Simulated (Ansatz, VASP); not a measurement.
# LiCl: VASP beside Ansatz

```
Li Cl
1.0
     0.00000    2.55604    2.55604
     2.55604    0.00000    2.55604
     2.55604    2.55604    0.00000
Li Cl
1 1
Direct
  0.00000 0.00000 0.00000
  0.50000 0.50000 0.50000
```

Alike in both runs: task single point; functional HSE06; k mesh 4 × 4 × 4; no spin polarisation.

|  | VASP | Ansatz |
| --- | --- | --- |
| version | VASP 6.6.1 | Ansatz 0.2.0 |
| potentials or method | VASP PAW PBE potentials, release 64 (Li_sv, Cl) | plane waves |
| plane-wave cutoff (eV) | 520 | 420 |
| occupations | gaussian, width 0.01 eV | fixed |
| valence electrons in the cell | 10 | 10 |

|  | VASP | Ansatz | Ansatz less VASP |
| --- | --- | --- | --- |
| gap on the k mesh at the Fermi level (eV) | 7.80 | 7.79 | -0.007 |

Ansatz's warnings: stress exchange threshold loose, stress scf threshold loose.

The k mesh is coarse, so the values compare programs but aren't converged. Noted on VASP's run: the cutoff is short for stress, so the pressure is rough.
